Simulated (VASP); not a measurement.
# AlNi: single point with PBEsol

Crystal: AlNi.

```
Al Ni
1.0
     3.00527    0.00000    0.00000
     0.00000    3.00527    0.00000
     0.00000    0.00000    2.86217
Al Ni
1 1
Direct
  0.00000 0.00000 0.00000
  0.50000 0.50000 0.50000
```

This cell differs from its parent crystal: strain +0.050 along x and y, +0.000 along z.

```yaml
Program: VASP 6.6.1
Task: single point
Functional: PBEsol
Potentials_or_basis: VASP PAW PBE potentials, release 64 (Al, Ni)
Cutoff: 600 eV
k_mesh: 20 × 20 × 20
Occupations: gaussian, width 0.15 eV
Spin: no spin polarisation
Dipole_correction: no
Further_INCAR_settings: ALGO = Normal; EDIFF = 1e-06; NBANDS = 14
```

| Property | Result |
| --- | --- |
| Pressure | -13.4 GPa |
| Band gap on the k mesh | zero (an odd number of electrons rules out a gap without spin polarisation) |

Stress tensor (GPa, compression positive):
```
-14.48   0.00   0.00
  0.00 -14.48   0.00
  0.00   0.00 -11.20
```

Levels at points of the mesh, in eV from the Fermi level:
| k point | band 3 | band 4 | band 5 | band 6 | band 7 | band 8 | band 9 | band 10 | band 11 | band 12 |
| --- | --- | --- | --- | --- | --- | --- | --- | --- | --- | --- |
| (0.00, 0.00, 0.00) | -2.88 | -1.47 | -1.35 | -1.35 | 4.64 | 4.64 | 6.31 | 7.70 | 7.95 | 12.52 |
| (0.50, 0.00, 0.00) | -2.50 | -2.12 | -1.86 | -1.28 | -0.71 | 8.11 | 9.03 | 9.56 | 10.63 | 10.94 |
| (0.50, 0.50, 0.00) | -2.86 | -2.86 | -1.74 | -1.74 | -0.98 | 1.03 | 1.88 | 12.23 | 15.23 | 15.23 |
| (0.00, 0.00, 0.50) | -2.41 | -2.11 | -2.11 | -1.37 | -0.39 | 8.22 | 9.24 | 9.24 | 10.03 | 10.03 |
| (0.50, 0.00, 0.50) | -2.68 | -2.44 | -1.95 | -1.90 | -0.90 | 1.50 | 2.26 | 11.10 | 13.96 | 14.17 |
| (0.50, 0.50, 0.50) | -3.72 | -0.95 | -0.85 | 2.03 | 2.03 | 2.10 | 3.07 | 3.81 | 4.31 | 4.31 |

It took 2.2 min on 1 thread of Intel(R) Xeon(R) 6975P-C (Granite Rapids), with other jobs on the host, peak memory 0.42 GiB.

Caveat: the cell differs from its parent crystal (strain +0.050 along x and y, +0.000 along z); the cell stands under tension; the PAW data sets were made with another functional, which shifts forces and pressure a little. Spin polarisation is off, so any magnetic state and its effect on volume and gap are missing.
